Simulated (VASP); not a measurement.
# Zn in VASP: a series of runs

Zn is run at these levels: PBE; tasks: single point.

Everything below comes from runs of VASP 6.6.1. Logs are shortened: lines on timing, memory, paths and dates and some standing lists are left out, and cuts for length are marked.

### Step 1. The cell of the first run

The cell holds a slab with vacuum, 4 atoms: a = 2.636 Å, b = 5.093 Å, c = 19.044 Å, α = 90.00°, β = 90.00°, γ = 90.00°.

### Step 2. Single point, PBE

The input, INCAR:

```
SYSTEM = Zn
PREC = Accurate ; ENCUT = 400
EDIFF = 1E-6 ; ISMEAR = -1
SIGMA = 0.1 ; LREAL = .False.
LASPH = .True. ; NELM = 120
ALGO = Normal ; ISIF = 2
LWAVE = .False. ; LCHARG = .True.
LDIPOL = .True. ; IDIPOL = 3
DIPOL = 0.5 0.5 0.500 ; GGA = PE
LELF = .True. ; LVHAR = .True.
LVACPOTAV = .True. ; EFIELD = -0.5
NBANDS = 32 ; GGA_COMPAT = .False.
NELMDL = -8
```

The input, KPOINTS:

```
Automatic mesh
0
Gamma
  14 7 1
  0 0 0
```

The input, POSCAR:

```
Zn
1.0
    2.6358128869      0.0000000000      0.0000000000
    0.0000000000      5.0929170809      0.0000000000
    0.0000000000      0.0000000000     19.0436000000
Zn
4
Direct
    0.0000000000      0.7500000000      0.4350206104
    0.5000000000      0.2500000000      0.4350673827
    0.5000000000      0.7500000000      0.5649326192
    0.0000000000      0.2500000000      0.5649793878
```

Potentials or basis: VASP PAW PBE potentials, release 64 (Zn).

The run is started by

```sh
> cat potpaw_PBE.64/Zn/POTCAR > POTCAR
> mpirun -np 1 vasp_std > vasp.out
```

OUTCAR:

```text
SYSTEM = Zn
   PREC = Accurate
   ENCUT = 400
   EDIFF = 1E-6
   ISMEAR = -1
   LREAL = .False.
   LASPH = .True.
   NELM = 120
   ISIF = 2
   GGA = PE
   NELMDL = -8

 ion  position               nearest neighbor table
   1  0.000  0.750  0.435-   3 2.80   3 2.80   2 2.87   2 2.87   2 2.87   2 2.87
   2  0.500  0.250  0.435-   4 2.80   4 2.80   1 2.87   1 2.87   1 2.87   1 2.87
   3  0.500  0.750  0.565-   1 2.80   1 2.80   4 2.87   4 2.87   4 2.87   4 2.87
   4  0.000  0.250  0.565-   2 2.80   2 2.80   3 2.87   3 2.87   3 2.87   3 2.87

  LATTYP: Found a simple orthorhombic cell.
 ALAT       =     2.6358128869
 B/A-ratio  =     1.9321997803
 C/A-ratio  =     7.2249438094

  Lattice vectors:

 A1 = (   2.6358128869,   0.0000000000,   0.0000000000)
 A2 = (   0.0000000000,   5.0929170809,   0.0000000000)
 A3 = (   0.0000000000,   0.0000000000,  19.0436000000)

Analysis of symmetry for initial positions (statically):
=====================================================================
 Subroutine PRICEL returns:
 Original cell was already a primitive cell.

 Routine SETGRP: Setting up the symmetry group for a
 simple orthorhombic supercell.

 Subroutine GETGRP returns: Found  8 space group operations
 (whereof  4 operations were pure point group operations)
 out of a pool of  8 trial point group operations.

The static configuration has the point symmetry C_2h.
 The point group associated with its full space group is D_2h.

Analysis of symmetry for dynamics (positions and initial velocities):
=====================================================================
 An external electric field (EFIELD) may reduce the allowed symmetry operations
 Subroutine PRICEL returns:
 Original cell was already a primitive cell.

 Routine SETGRP: Setting up the symmetry group for a
 simple orthorhombic supercell.

 Subroutine GETGRP returns: Found  4 space group operations
 (whereof  2 operations were pure point group operations)
 out of a pool of  8 trial point group operations.

The dynamic configuration has the point symmetry C_1h.
 The point group associated with its full space group is C_2v.

 Subroutine INISYM returns: Found  4 space group operations
 (whereof  2 operations are pure point group operations),
 and found     1 'primitive' translations

----------------------------------------------------------------------------------------

                                     Primitive cell

  volume of cell :     255.6408

  direct lattice vectors                    reciprocal lattice vectors
     2.635812887  0.000000000  0.000000000     0.379389601  0.000000000  0.000000000
     0.000000000  5.092917081  0.000000000     0.000000000  0.196351125  0.000000000
     0.000000000  0.000000000 19.043600000     0.000000000  0.000000000  0.052511080

  length of vectors
     2.635812887  5.092917081 19.043600000     0.379389601  0.196351125  0.052511080

  position of ions in fractional coordinates (direct lattice)
     0.000000000  0.750000000  0.435020610
     0.500000000  0.250000000  0.435067383
     0.500000000  0.750000000  0.564932619
     0.000000000  0.250000000  0.564979388

  ion indices of the primitive-cell ions
   primitive index   ion index
                 1           1
                 2           2
                 3           3
                 4           4

----------------------------------------------------------------------------------------

 KPOINTS: Automatic mesh

Automatic generation of k-mesh.
 Grid dimensions read from file:
 generate k-points for:   14    7    1

 Generating k-lattice:

  Cartesian coordinates                     Fractional coordinates (reciprocal lattice)
     0.027099257  0.000000000  0.000000000     0.071428571  0.000000000  0.000000000
     0.000000000  0.028050161  0.000000000     0.000000000  0.142857143  0.000000000
     0.000000000  0.000000000  0.052511080     0.000000000  0.000000000  1.000000000

  Length of vectors
     0.027099257  0.028050161  0.052511080

  Shift w.r.t. Gamma in fractional coordinates (k-lattice)
     0.000000000  0.000000000  0.000000000

 Subroutine IBZKPT returns following result:
 ===========================================

 Found     32 irreducible k-points:

 Following reciprocal coordinates:
            Coordinates               Weight
  0.000000  0.000000  0.000000      1.000000
  0.071429  0.000000  0.000000      2.000000
  0.142857  0.000000  0.000000      2.000000
  0.214286  0.000000  0.000000      2.000000
  0.285714  0.000000  0.000000      2.000000
  0.357143  0.000000  0.000000      2.000000
[... 16 lines left out ...]
  0.428571  0.285714  0.000000      4.000000
  0.500000  0.285714  0.000000      2.000000
 [... further k-points ...]
   k-points           NKPTS =     32   k-points in BZ     NKDIM =     32   number of bands    NBANDS=     32
   number of dos      NEDOS =    301   number of ions     NIONS =      4
   total plane-waves  NPLWV =  81648
   dimension x,y,z NGX =    18 NGY =   36 NGZ =  126
   dimension x,y,z NGXF=    36 NGYF=   72 NGZF=  252
   ions per type =               4
   NGX,Y,Z   is equivalent  to a cutoff of  11.35, 11.75, 11.00 a.u.
   NGXF,Y,Z  is equivalent  to a cutoff of  22.71, 23.50, 22.00 a.u.
 SYSTEM =  Zn
   PREC   = accura    normal or accurate (medium, high low for compatibility)
   ISTART =      0    job   : 0-new  1-cont  2-samecut
   ICHARG =      2    charge: 1-file 2-atom 10-const
   ISPIN  =      1    spin polarized calculation?
   LNONCOLLINEAR =      F non collinear calculations
   LSORBIT =      F    spin-orbit coupling
   LASPH  =      T    aspherical Exc in radial PAW
   ENCUT  =  400.0 eV  29.40 Ry    5.42 a.u.   4.30  8.31 31.06*2*pi/ulx,y,z
   NELM   =    120;   NELMIN=  2; NELMDL= -8     # of ELM steps
   EDIFF  = 0.1E-05   stopping-criterion for ELM
   LREAL  =      F    real-space projection
   EDIFFG = 0.1E-04   stopping-criterion for IOM
   NSW    =      0    number of steps for IOM
   IBRION =     -1    ionic relax: 0-MD 1-quasi-New 2-CG
   NFREE  =      0    steps in history (QN), initial steepest desc. (CG)
   ISIF   =      2    stress and relaxation
   ISYM   =      2    0-nonsym 1-usesym 2-fastsym
   POTIM  = 0.5000    time-step for ionic-motion
   TEBEG  =    0.0;   TEEND  =   0.0 temperature during run
   PSTRESS=    0.0 pullay stress
   NELECT =      48.0000    total number of electrons
   NUPDOWN=      -1.0000    fix difference up-down
   EMIN   =  10.00;   EMAX   =-10.00  energy-range for DOS
   EFERMI =   0.00;   METHOD = LEGACY
   ISMEAR =    -1;   SIGMA  =   0.10  broadening in eV -4-tet -1-fermi 0-gaus
   EFERMI_NEDOS =   21; number of points for ismear=-14 and -15
   IALGO  =     38    algorithm
   IMIX   =      4    mixing-type and parameters
     AMIX     =   0.40;   BMIX     =  1.00
     AMIX_MAG =   1.60;   BMIX_MAG =  1.00
  volume/ion in A,a.u.               =      63.91       431.29
  Fermi-wavevector in a.u.,A,eV,Ry     =   0.937444  1.771512 11.956808  0.878801
  Thomas-Fermi vector in A             =   2.064555
   LORBIT       =      0    0 simple, 1 ext, 2 COOP (PROOUT), +10 PAW based schemes
   GGA     = PE    functional components
   LHFCALC =     F    Hartree Fock is set to
   AEXX    =    0.0000 exact exchange contribution
   IVDW    =     0    specifies the selected vdW correction
   LEPSILON=     F    determine dielectric tensor
   LRPA    =     F    only Hartree local field effects (RPA)
 non-spin polarized calculation
  energy-cutoff  :      400.00
  volume of cell :      255.64
 maximum number of plane-waves:      4679
 NGX is ok and might be reduce to    18
   NGX =  9   NGY = 17   NGZ = 63

 dipolmoment           0.000000      0.000000      0.000000 electrons x Angstroem

 number of electron      48.0000019 magnetization

 dipolmoment           0.000000      0.000000     -0.211731 electrons x Angstroem

 Free energy of the ion-electron system (eV)
  ---------------------------------------------------
  ext. energy  EPLUGINS =         0.00000000
  ---------------------------------------------------
  free energy    TOTEN  =        -3.50727411 eV

  energy without entropy =       -3.44978146  energy(sigma->0) =       -3.47852779

 E-fermi :  -2.5168     XC(G=0):  -3.7701

 val. band max:       -2.5643318782   @ k =   0.2143   0.1429   0.0000
 cond. band min:      -2.4781777569   @ k =   0.5000   0.0000   0.0000
 fundamental gap:      0.0861541213
 Fermi energy:        -2.5168114360

 k-point     1 :       0.0000    0.0000    0.0000
  band No.  band energies     occupation
      1     -11.1105      2.00000
      2     -10.4145      2.00000
      3     -10.3199      2.00000
      4     -10.2844      2.00000
      5     -10.0464      2.00000
      6      -9.9129      2.00000
[... 24 lines left out ...]
     31       1.9079      0.00000
     32       3.1159      0.00000

 k-point     2 :       0.0714    0.0000    0.0000
  band No.  band energies     occupation
      1     -10.9946      2.00000
      2     -10.3534      2.00000
      3     -10.2736      2.00000
      4     -10.2314      2.00000
      5     -10.0332      2.00000
      6      -9.9018      2.00000
[... 24 lines left out ...]
     31       2.0178      0.00000
     32       3.2261      0.00000

 k-point     3 :       0.1429    0.0000    0.0000
  band No.  band energies     occupation
      1     -10.6609      2.00000
      2     -10.1936      2.00000
      3     -10.1447      2.00000
      4     -10.0857      2.00000
      5      -9.9959      2.00000
      6      -9.8814      2.00000
[... 24 lines left out ...]
     31       2.3473      0.00000
     32       3.5562      0.00000

 k-point     4 :       0.2143    0.0000    0.0000
  band No.  band energies     occupation
      1     -10.1963      2.00000
      2     -10.0075      2.00000
      3      -9.9679      2.00000
      4      -9.9423      2.00000
      5      -9.8971      2.00000
      6      -9.8792      2.00000
[... 24 lines left out ...]
     31       2.8955      0.00000
     32       3.3352      0.00000

 k-point     5 :       0.2857    0.0000    0.0000
  band No.  band energies     occupation
      1      -9.9576      2.00000
      2      -9.8951      2.00000
      3      -9.8901      2.00000
      4      -9.8623      2.00000
      5      -9.8253      2.00000
      6      -9.8196      2.00000
[... 584 lines left out ...]
     31       3.6276      0.00000
     32       3.9838      0.00000

 k-point    22 :       0.3571    0.2857    0.0000
  band No.  band energies     occupation
      1     -10.0649      2.00000
      2     -10.0216      2.00000
      3     -10.0079      2.00000
      4      -9.9681      2.00000
      5      -9.9563      2.00000
      6      -9.9306      2.00000
[... 24 lines left out ...]
     31       2.8899      0.00000
     32       3.7217      0.00000

 k-point    23 :       0.4286    0.2857    0.0000
  band No.  band energies     occupation
      1     -10.0858      2.00000
      2     -10.0677      2.00000
      3     -10.0650      2.00000
      4     -10.0287      2.00000
      5     -10.0006      2.00000
      6      -9.9707      2.00000
[... 24 lines left out ...]
     31       3.8394      0.00000
     32       4.0757      0.00000

 k-point    24 :       0.5000    0.2857    0.0000
  band No.  band energies     occupation
      1     -10.0888      2.00000
      2     -10.0886      2.00000
      3     -10.0716      2.00000
      4     -10.0715      2.00000
      5     -10.0029      2.00000
      6     -10.0027      2.00000
[... 24 lines left out ...]
     31       4.7098      0.00000
     32       4.7112      0.00000

 [... further k-points ...]
[... 5 lines left out ...]
  --------------------------------------------------------------------------------------
  -------------------------------------------------------------------------------------
  Total       -2.9393424     -4.9457691     -0.2730029      0.0000000      0.0000000      0.0000000
  in kB      -18.4217348    -30.9966094     -1.7109903      0.0000000      0.0000000      0.0000000
  external PRESSURE =     -17.0431115 kB  Pullay stress =       0.0000000 kB

 VOLUME and BASIS-vectors are now :
 -----------------------------------------------------------------------------
  energy-cutoff  :      400.00
  volume of cell :      255.64
      direct lattice vectors                 reciprocal lattice vectors
     2.635812887  0.000000000  0.000000000     0.379389601  0.000000000  0.000000000
     0.000000000  5.092917081  0.000000000     0.000000000  0.196351125  0.000000000
     0.000000000  0.000000000 19.043600000     0.000000000  0.000000000  0.052511080

 POSITION                                       TOTAL-FORCE (eV/Angst)
 -----------------------------------------------------------------------------------
      0.00000      3.81969      8.28436         0.000000      0.000000     -0.011969
      1.31791      1.27323      8.28525         0.000000      0.000000     -0.012591
      1.31791      3.81969     10.75835         0.000000      0.000000      0.012572
      0.00000      1.27323     10.75924         0.000000      0.000000      0.011989
 -----------------------------------------------------------------------------------
    total drift:                                0.000000      0.000000      0.000201

  FREE ENERGIE OF THE ION-ELECTRON SYSTEM (eV)
  ---------------------------------------------------
  free  energy   TOTEN  =        -3.5072741119 eV

  energy  without entropy=       -3.4497814636  energy(sigma->0) =       -3.47852779
```

Wall time 5.1 min (1 thread of Intel Xeon Platinum 8259CL at 2.50GHz (Skylake/Cascade Lake), shared host); peak memory 0.34 GiB.

What came out:

- Free energy: -3.5073 eV
- Largest force: 0.013 eV/Å
- Band gap on the k mesh: zero (bands 24 and 25 overlap by 2.40 eV)

Forces in eV/Å, atoms in the order of the input:
```
Zn   0.000  0.000 -0.012
Zn   0.000  0.000 -0.013
Zn   0.000  0.000  0.013
Zn   0.000  0.000  0.012
```

### Step 3. Single point, PBE

The input, INCAR:

```
PREC     = Accurate       # precision mode
ENCUT    = 400            # plane-wave cutoff, eV
EDIFF    = 1E-6           # SCF threshold, eV
ISMEAR   = -1             # smearing method
SIGMA    = 0.1            # smearing width, eV
LREAL    = F              # projectors in reciprocal space
LASPH    = T              # aspherical terms in the spheres
NELM     = 120            # most SCF steps
ALGO     = Normal         # electronic algorithm
ISIF     = 2              # what is computed and relaxed
LWAVE    = F              # write WAVECAR
LCHARG   = F              # write CHGCAR
LDIPOL   = T            
IDIPOL   = 3            
DIPOL    = 0.5 0.5 0.500
GGA      = PE             # functional
EFIELD   = -0.5         
NBANDS   = 32             # bands
GGA_COMPAT= F            
NELMDL   = -8
```

The input, KPOINTS:

```
Automatic mesh
0
Gamma
  14 7 1
```

POSCAR is that of step 2.

Potentials or basis: VASP PAW PBE potentials, release 64 (Zn).

The run is started by

```sh
> cat potpaw_PBE.64/Zn/POTCAR > POTCAR
> mpirun -np 1 vasp_std > vasp.out
```

Wall time 5.5 min (1 thread of Intel Xeon Platinum 8259CL at 2.50GHz (Skylake/Cascade Lake), shared host); peak memory 0.34 GiB.

Results (log left out):

| Quantity | Value |
| --- | --- |
| Free energy | -3.5073 eV |
| Largest force | 0.013 eV/Å |
| Band gap on the k mesh | zero (bands 24 and 25 overlap by 2.40 eV) |

Forces on the atoms (eV/Å):
```
Zn   0.000  0.000 -0.012
Zn   0.000  0.000 -0.013
Zn   0.000  0.000  0.013
Zn   0.000  0.000  0.012
```

Levels at points of the mesh, in eV from the Fermi level:
| k point | band 22 | band 23 | band 24 | band 25 | band 26 | band 27 |
| --- | --- | --- | --- | --- | --- | --- |
| (0.00, 0.00, 0.00) | -5.07 | -2.12 | -1.98 | -1.15 | 0.36 | 0.65 |
| (0.50, 0.00, 0.00) | -2.44 | 0.04 | 0.04 | 2.96 | 2.96 | 4.33 |

The gap in the log of VASP goes by the Fermi energy; the results here count the filled bands.